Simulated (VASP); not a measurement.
# Cu16CO in VASP: single point with revPBE

Aim: the single point of Cu16CO with revPBE.

Program: VASP 6.6.1. These are calculated values, not measurements. Logs are shortened: lines on timing, memory, paths and dates and some standing lists are left out, and cuts for length are marked.

## Step 1: The cell of the first run

The cell holds a slab with vacuum, 18 atoms: a = 5.112 Å, b = 5.112 Å, c = 24.261 Å, α = 90.00°, β = 90.00°, γ = 60.00°.

## Step 2: Single point, revPBE

Input file INCAR:

```
ALGO     = Normal         # electronic algorithm
DIPOL    = 0.5 0.5 0.524
EDIFF    = 1E-6           # SCF threshold, eV
ENCUT    = 520            # plane-wave cutoff, eV
GGA      = RE             # functional
IDIPOL   = 3            
ISIF     = 2              # what is computed and relaxed
ISMEAR   = 0              # smearing method
LASPH    = T              # aspherical terms in the spheres
LCHARG   = F              # write CHGCAR
LDIPOL   = T            
LREAL    = Auto         
LUSENCCL = F            
LWAVE    = F              # write WAVECAR
NBANDS   = 108            # bands
NELM     = 100            # most SCF steps
PREC     = Accurate       # precision mode
SIGMA    = 0.1            # smearing width, eV
```

Input file KPOINTS:

```
k-points
0
Gamma
  6 6 1
```

Input file POSCAR:

```
Cu16CO
1.0
    5.1123820280      0.0000000000      0.0000000000
    2.5561910140      4.4274527101      0.0000000000
    0.0000000000      0.0000000000     24.2613636694
Cu C O
16 1 1
Direct
    0.0000000000      0.0000000000      0.3709601868
    0.5000000000      0.0000000000      0.3709601868
    0.0000000000      0.5000000000      0.3709601868
    0.5000000000      0.5000000000      0.3709601868
    0.1666666667      0.1666666667      0.4569867289
    0.6666666667      0.1666666667      0.4569867289
    0.1666666667      0.6666666667      0.4569867289
    0.6666666667      0.6666666667      0.4569867289
   -0.1649010663      0.3324505332      0.5418241202
    0.3324505332      0.3324505332      0.5418241202
   -0.1666666667      0.8333333333      0.5455489664
    0.3324505332      0.8350989337      0.5418241202
    0.0000882213      0.0000882213      0.6306726476
    0.4998235574      0.0000882213      0.6306726476
    0.0000882213      0.4998235574      0.6306726476
    0.5000000000      0.5000000000      0.6251174075
    0.1666666667      0.1666666667      0.6892246681
    0.1666666667      0.1666666667      0.7375688735
```

Potentials or basis: VASP PAW PBE potentials, release 64 (Cu, C, O).

Run with:

```bash
$ cat potpaw_PBE.64/Cu/POTCAR potpaw_PBE.64/C/POTCAR potpaw_PBE.64/O/POTCAR > POTCAR
$ mpirun -np 1 vasp_std > vasp.out
```

OUTCAR:

```text
EDIFF = 1E-6
   ENCUT = 520
   GGA = RE
   ISIF = 2
   ISMEAR = 0
   LASPH = T
   LREAL = Auto
   NELM = 100
   PREC = Accurate

 ion  position               nearest neighbor table
   1  0.000  0.000  0.371-   6 2.56   7 2.56   2 2.56   2 2.56   3 2.56   4 2.56   3 2.56   4 2.56
                             5 2.56
   2  0.500  0.000  0.371-   5 2.56   8 2.56   1 2.56   1 2.56   3 2.56   4 2.56   4 2.56   3 2.56
                             6 2.56
   3  0.000  0.500  0.371-   8 2.56   5 2.56   4 2.56   4 2.56   1 2.56   2 2.56   2 2.56   1 2.56
                             7 2.56
   4  0.500  0.500  0.371-   7 2.56   6 2.56   3 2.56   3 2.56   1 2.56   2 2.56   1 2.56   2 2.56
                             8 2.56
   5  0.167  0.167  0.457-   9 2.53  10 2.53  12 2.53   2 2.56   3 2.56   6 2.56   6 2.56   7 2.56
                             8 2.56   7 2.56   8 2.56   1 2.56
   6  0.667  0.167  0.457-   9 2.53  10 2.53   1 2.56   4 2.56   5 2.56   5 2.56   7 2.56   8 2.56
                             8 2.56   7 2.56   2 2.56  11 2.61
   7  0.167  0.667  0.457-  12 2.53  10 2.53   4 2.56   1 2.56   8 2.56   8 2.56   5 2.56   6 2.56
                             6 2.56   5 2.56   3 2.56  11 2.61
   8  0.667  0.667  0.457-  12 2.53   9 2.53   3 2.56   2 2.56   7 2.56   7 2.56   5 2.56   6 2.56
                             5 2.56   6 2.56   4 2.56  11 2.61
   9  0.835  0.332  0.542-  16 2.51   5 2.53   6 2.53   8 2.53  10 2.54  12 2.54  11 2.56  11 2.56
                            10 2.57  12 2.57  15 2.61  13 2.61
  10  0.332  0.332  0.542-  16 2.51   5 2.53   6 2.53   7 2.53   9 2.54  12 2.54  11 2.56  11 2.56
                             9 2.57  12 2.57  15 2.61  14 2.61
  11  0.833  0.833  0.546-  14 2.54  15 2.54  13 2.54  12 2.56   9 2.56  10 2.56  10 2.56  12 2.56
                             9 2.56   8 2.61   7 2.61   6 2.61
  12  0.332  0.835  0.542-  16 2.51   5 2.53   8 2.53   7 2.53  10 2.54   9 2.54  11 2.56  11 2.56
                             9 2.57  10 2.57  14 2.61  13 2.61
  13  0.000  0.000  0.631-  17 2.05  11 2.54  14 2.55  15 2.55  14 2.56  15 2.56  16 2.56  16 2.56
                            12 2.61   9 2.61
  14  0.500  0.000  0.631-  17 2.05  11 2.54  13 2.55  15 2.55  13 2.56  15 2.56  16 2.56  16 2.56
                            12 2.61  10 2.61
  15  0.000  0.500  0.631-  17 2.05  11 2.54  14 2.55  13 2.55  13 2.56  14 2.56  16 2.56  16 2.56
                             9 2.61  10 2.61
  16  0.500  0.500  0.625-  10 2.51   9 2.51  12 2.51  15 2.56  15 2.56  14 2.56  13 2.56  13 2.56
                            14 2.56
  17  0.167  0.167  0.689-  18 1.17  14 2.05  15 2.05  13 2.05
  18  0.167  0.167  0.738-  17 1.17

  LATTYP: Found a hexagonal cell.
 ALAT       =     5.1123820280
 C/A-ratio  =     4.7456085121

  Lattice vectors:

 A1 = (  -2.5561910140,  -4.4274527101,   0.0000000000)
 A2 = (   5.1123820280,   0.0000000000,   0.0000000000)
 A3 = (   0.0000000000,   0.0000000000,  24.2613636694)

Analysis of symmetry for initial positions (statically):
=====================================================================
 Subroutine PRICEL returns:
 Original cell was already a primitive cell.

 Routine SETGRP: Setting up the symmetry group for a
 hexagonal supercell.

 Subroutine GETGRP returns: Found  6 space group operations
 (whereof  2 operations were pure point group operations)
 out of a pool of 24 trial point group operations.

The static configuration has the point symmetry C_1h.
 The point group associated with its full space group is C_3v.

Analysis of symmetry for dynamics (positions and initial velocities):
=====================================================================
 Subroutine PRICEL returns:
 Original cell was already a primitive cell.

 Routine SETGRP: Setting up the symmetry group for a
 hexagonal supercell.

 Subroutine GETGRP returns: Found  6 space group operations
 (whereof  2 operations were pure point group operations)
 out of a pool of 24 trial point group operations.

The dynamic configuration has the point symmetry C_1h.
 The point group associated with its full space group is C_3v.

 Subroutine INISYM returns: Found  6 space group operations
 (whereof  2 operations are pure point group operations),
 and found     1 'primitive' translations

----------------------------------------------------------------------------------------

                                     Primitive cell

  volume of cell :     549.1518

  direct lattice vectors                    reciprocal lattice vectors
     5.112382028  0.000000000  0.000000000     0.195603536 -0.112931754  0.000000000
     2.556191014  4.427452710  0.000000000     0.000000000  0.225863508  0.000000000
     0.000000000  0.000000000 24.261363669     0.000000000  0.000000000  0.041217799

  length of vectors
     5.112382028  5.112382028 24.261363669     0.225863508  0.225863508  0.041217799
[... 65 lines left out ...]

 Found      7 irreducible k-points:

 Following reciprocal coordinates:
            Coordinates               Weight
  0.000000  0.000000  0.000000      1.000000
  0.166667  0.000000  0.000000      6.000000
  0.333333  0.000000  0.000000      6.000000
  0.500000  0.000000  0.000000      3.000000
  0.333333  0.166667  0.000000      6.000000
  0.500000  0.166667  0.000000     12.000000
 -0.333333  0.333333  0.000000      2.000000
   k-points           NKPTS =      7   k-points in BZ     NKDIM =      7   number of bands    NBANDS=    108
   number of dos      NEDOS =    301   number of ions     NIONS =     18
   total plane-waves  NPLWV = 288000
   dimension x,y,z NGX =    40 NGY =   40 NGZ =  180
   dimension x,y,z NGXF=    80 NGYF=   80 NGZF=  360
   ions per type =              16   1   1
   NGX,Y,Z   is equivalent  to a cutoff of  13.01, 13.01, 12.33 a.u.
   NGXF,Y,Z  is equivalent  to a cutoff of  26.01, 26.01, 24.67 a.u.
 SYSTEM =  unknown system
   PREC   = accura    normal or accurate (medium, high low for compatibility)
   ISTART =      0    job   : 0-new  1-cont  2-samecut
   ICHARG =      2    charge: 1-file 2-atom 10-const
   ISPIN  =      1    spin polarized calculation?
   LNONCOLLINEAR =      F non collinear calculations
   LSORBIT =      F    spin-orbit coupling
   LASPH  =      T    aspherical Exc in radial PAW
   ENCUT  =  520.0 eV  38.22 Ry    6.18 a.u.   9.51  9.51 45.11*2*pi/ulx,y,z
   NELM   =    100;   NELMIN=  2; NELMDL= -5     # of ELM steps
   EDIFF  = 0.1E-05   stopping-criterion for ELM
   LREAL  =      T    real-space projection
   EDIFFG = 0.1E-04   stopping-criterion for IOM
   NSW    =      0    number of steps for IOM
   IBRION =     -1    ionic relax: 0-MD 1-quasi-New 2-CG
   NFREE  =      0    steps in history (QN), initial steepest desc. (CG)
   ISIF   =      2    stress and relaxation
   ISYM   =      2    0-nonsym 1-usesym 2-fastsym
   POTIM  = 0.5000    time-step for ionic-motion
   TEBEG  =    0.0;   TEEND  =   0.0 temperature during run
   PSTRESS=    0.0 pullay stress
   NELECT =     186.0000    total number of electrons
   NUPDOWN=      -1.0000    fix difference up-down
   EMIN   =  10.00;   EMAX   =-10.00  energy-range for DOS
   EFERMI =   0.00;   METHOD = LEGACY
   ISMEAR =     0;   SIGMA  =   0.10  broadening in eV -4-tet -1-fermi 0-gaus
   EFERMI_NEDOS =   21; number of points for ismear=-14 and -15
   IALGO  =     38    algorithm
   IMIX   =      4    mixing-type and parameters
     AMIX     =   0.40;   BMIX     =  1.00
     AMIX_MAG =   1.60;   BMIX_MAG =  1.00
  volume/ion in A,a.u.               =      30.51       205.88
  Fermi-wavevector in a.u.,A,eV,Ry     =   1.141165  2.156489 17.718281  1.302257
  Thomas-Fermi vector in A             =   2.277865
   LORBIT       =      0    0 simple, 1 ext, 2 COOP (PROOUT), +10 PAW based schemes
   GGA     = RE    functional components
   LHFCALC =     F    Hartree Fock is set to
   AEXX    =    0.0000 exact exchange contribution
   IVDW    =     0    specifies the selected vdW correction
   LEPSILON=     F    determine dielectric tensor
   LRPA    =     F    only Hartree local field effects (RPA)
 non-spin polarized calculation
 Gauss-broadening in eV      SIGMA  =   0.10
  energy-cutoff  :      520.00
  volume of cell :      549.15
 maximum number of plane-waves:     14839
 NGX is ok and might be reduce to    40
   NGX = 19   NGY = 19   NGZ = 91

 dipolmoment           0.000000      0.000000     -0.397865 electrons x Angstroem

 number of electron     186.0000023 magnetization

 dipolmoment           0.000000      0.000000      0.079131 electrons x Angstroem

 Free energy of the ion-electron system (eV)
  ---------------------------------------------------
  ext. energy  EPLUGINS =         0.00000000
  ---------------------------------------------------
  free energy    TOTEN  =       -65.28676114 eV

  energy without entropy =      -65.26842947  energy(sigma->0) =      -65.27759530

 E-fermi :  -0.2051     XC(G=0):  -5.4571

 val. band max:       -0.2913161284   @ k =   0.5000   0.0000   0.0000
 cond. band min:      -0.1239891422   @ k =   0.5000   0.1667   0.0000
 fundamental gap:      0.1673269862
 Fermi energy:        -0.2050812672

 k-point     1 :       0.0000    0.0000    0.0000
  band No.  band energies     occupation
      1     -23.9343      2.00000
      2     -10.7437      2.00000
      3      -9.0401      2.00000
      4      -8.0302      2.00000
      5      -7.2240      2.00000
      6      -7.0757      2.00000
[... 745 lines left out ...]
    104       3.7399      0.00000
    105       4.1684      0.00000
 [bands above 105 left out]

------------------------ aborting loop because EDIFF is reached ----------------------------------------

 vacuum level on the upper side and lower side of the slab       (xc-potential included)         0.100        -0.517

  FORCE on cell =-STRESS in cart. coord.  units (eV):
  Direction    XX          YY          ZZ          XY          YZ          ZX
  --------------------------------------------------------------------------------------
  -------------------------------------------------------------------------------------
  Total        3.2274134      3.2274134      5.0769089      0.0000000      0.0000000      0.0000000
  in kB        9.4161363      9.4161363     14.8121301      0.0000000      0.0000000      0.0000000
  external PRESSURE =      11.2148009 kB  Pullay stress =       0.0000000 kB

 VOLUME and BASIS-vectors are now :
 -----------------------------------------------------------------------------
  energy-cutoff  :      520.00
  volume of cell :      549.15
      direct lattice vectors                 reciprocal lattice vectors
     5.112382028  0.000000000  0.000000000     0.195603536 -0.112931754  0.000000000
     2.556191014  4.427452710  0.000000000     0.000000000  0.225863508  0.000000000
     0.000000000  0.000000000 24.261363669     0.000000000  0.000000000  0.041217799

 POSITION                                       TOTAL-FORCE (eV/Angst)
 -----------------------------------------------------------------------------------
      0.00000      0.00000      9.00000         0.027589      0.015929     -0.128086
      2.55619      0.00000      9.00000        -0.027589      0.015929     -0.128086
      1.27810      2.21373      9.00000        -0.000000     -0.031857     -0.128086
      3.83429      2.21373      9.00000        -0.000000      0.000000     -0.147423
      1.27810      0.73791     11.08712        -0.000000      0.000000     -0.086724
      3.83429      0.73791     11.08712        -0.000000     -0.082835      0.008495
[... 10 lines left out ...]
      1.27810      0.73791     16.72153        -0.000000      0.000000     -0.786675
      1.27810      0.73791     17.89443        -0.000000      0.000000      1.101590
 -----------------------------------------------------------------------------------
    total drift:                                0.000000      0.000000     -0.001106

  FREE ENERGIE OF THE ION-ELECTRON SYSTEM (eV)
  ---------------------------------------------------
  free  energy   TOTEN  =       -65.2867611390 eV

  energy  without entropy=      -65.2684294686  energy(sigma->0) =      -65.27759530

 vacuum level on the upper side and lower side of the slab         4.861         4.229
```

Wall time 4 min (1 × NVIDIA H100 80GB with 1 thread of AMD EPYC 7R13 (Zen 3), shared host); peak memory 1.6 GiB.

Results:

* Free energy: -65.2868 eV
* Largest force: 1.102 eV/Å
* Band gap on the k mesh: zero (bands 93 and 94 overlap by 0.20 eV)

Forces on the atoms (eV/Å):
```
Cu   0.028  0.016 -0.128
Cu  -0.028  0.016 -0.128
Cu   0.000 -0.032 -0.128
Cu   0.000  0.000 -0.147
Cu   0.000  0.000 -0.087
Cu   0.000 -0.083  0.008
Cu  -0.072  0.041  0.008
Cu   0.072  0.041  0.008
Cu   0.003 -0.002  0.012
Cu  -0.003 -0.002  0.012
Cu   0.000  0.000 -0.007
Cu   0.000  0.004  0.012
Cu  -0.050 -0.029  0.041
Cu   0.050 -0.029  0.041
Cu   0.000  0.058  0.041
Cu   0.000  0.000  0.127
C    0.000  0.000 -0.787
O    0.000  0.000  1.102
```

Caveat: the PAW data sets were made with another functional, which shifts forces and pressure a little. With open d or f shells a metallic result of revPBE can be an artefact of self-interaction; +U or a hybrid may open a gap.
